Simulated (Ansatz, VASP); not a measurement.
**One calculation of As, two programs**

```
As
1.0
     3.83229    0.00000    0.00000
    -1.91615    3.31886    0.00000
     0.00000    0.00000    6.32328
As
4
Direct
  0.33333 0.66667 0.43750
  0.66667 0.33333 0.93750
  0.66667 0.33333 0.56250
  0.33333 0.66667 0.06250
```

Alike in both runs: task relaxation of cell and atoms; functional PBEsol; k mesh 6 × 6 × 4; occupations gaussian, width 0.1 eV; no spin polarisation.

|  | VASP | Ansatz |
| --- | --- | --- |
| version | VASP 6.6.1 | Ansatz 0.2.0 |
| potentials or method | VASP PAW PBE potentials, release 64 (As), cutoff 600 eV | scalar-relativistic, plane waves, PAW |
| valence electrons in the cell | 20 | 60 |

```tsv
	VASP	Ansatz	Ansatz less VASP
gap on the k mesh at the Fermi level, each at its own relaxed structure (eV)	none	none	-
relaxed volume (Å³/atom)	25.33	25.13	-0.199
relaxed cell length with the largest relative difference (Å)	5.630	5.613	-0.0168
```

VASP's potentials were made for PBE, not for PBEsol. A gap of «none» marks a metal or a gap that the smearing closes. VASP's potentials hold 20 valence electrons a cell and Ansatz's 60, so a difference there can come from the potentials and not from the codes.

Noted on VASP's run: the volume moved by over 15 % at a fixed basis, so the end points are rough.
